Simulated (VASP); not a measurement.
Runs of VASP 6.6.1 on Ir. The structure is that of space group Immm (No. 71), or close to it. The cells are those of the table. 

```csv
cell,further INCAR settings,gap on the mesh (eV),pressure (GPa)
"a = 2.789, b = 2.789, c = 2.641 Å, angles 61.7, 61.7, 61.0°, 1 atom",ALGO = Fast; EDIFF = 1e-07; NBANDS = 10,none,(b)
"a = 2.951, b = 2.951, c = 2.593 Å, angles 63.9, 63.9, 58.4°, 1 atom",ALGO = Fast; EDIFF = 1e-06; NBANDS = 10,none,-25.5
"a = 2.591, b = 2.591, c = 2.545 Å, angles 60.6, 60.6, 68.8°, 1 atom",ALGO = Fast; EDIFF = 1e-06; NBANDS = 10,none,(a)
"a = 2.790, b = 2.790, c = 2.593 Å, angles 62.3, 62.3, 62.1°, 1 atom",ALGO = Fast; EDIFF = 1e-07; NBANDS = 10,none,-5.8
"a = 2.542, b = 2.542, c = 2.593 Å, angles 59.3, 59.3, 69.0°, 1 atom",ALGO = Fast; EDIFF = 1e-06; NBANDS = 10,none,98.5
"a = 2.740, b = 2.740, c = 2.545 Å, angles 62.3, 62.3, 64.6°, 1 atom",ALGO = Fast; EDIFF = 1e-06; NBANDS = 10,none,10.2
"a = 2.589, b = 2.589, c = 2.593 Å, angles 60.0, 60.0, 67.6°, 1 atom",ALGO = Fast; EDIFF = 1e-06; NBANDS = 10,none,(c)
"a = 2.739, b = 2.739, c = 2.593 Å, angles 61.7, 61.7, 63.5°, 1 atom",ALGO = Fast; EDIFF = 1e-06; NBANDS = 10,none,5.6
```

Alike in all rows: task single point; level PBE; potentials or basis VASP PAW PBE potentials, release 64 (Ir); no spin polarisation; k mesh 20 × 20 × 20; cutoff (eV) 520; smearing gaussian 0.15 eV.

Q: Estimate the missing entries.

A: (a) 70.8; (b) -8.7; (c) 66.5.

Caveats: spin-orbit coupling is left out, which moves the levels of the heavy elements; the cell stands under pressure (at least some runs); the cell stands under tension (at least some runs).

A k mesh can miss the band edges, and the runs leave out spin-orbit coupling on Ir.

A gap of «none» marks levels without a gap at the run's occupations.
